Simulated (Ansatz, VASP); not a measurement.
# One calculation of Pb, two programs

```
CELL_PARAMETERS angstrom
3.56220 0.00000 0.00000
-1.78110 3.08496 0.00000
0.00000 0.00000 11.62387
ATOMIC_POSITIONS crystal
Pb 0.00000 0.00000 0.00000
Pb 0.33333 0.66667 0.25000
Pb 0.00000 0.00000 0.50000
Pb 0.66667 0.33333 0.75000
```

Alike in both runs: functional PBE; k mesh 12 × 12 × 4; occupations gaussian, width 0.1 eV; no spin polarisation.

Ansatz relaxed the structure, and its values are those at the end. VASP's run is a single point on that final structure, the one shown.

|  | VASP | Ansatz |
| --- | --- | --- |
| version | VASP 6.6.1 | Ansatz 0.2.0 |
| potentials or method | VASP PAW PBE potentials, release 64 (Pb_d), cutoff 520 eV | scalar-relativistic, plane waves, PAW |
| valence electrons in the cell | 56 | 56 |

|  | VASP | Ansatz | Ansatz less VASP |
| --- | --- | --- | --- |
| gap on the k mesh at the Fermi level (eV) | none | none | - |
| pressure (GPa) | 0.0 | 0.0 | +0.06 |

A gap of «none» marks a metal or a gap that the smearing closes.

Spin-orbit coupling is off throughout.
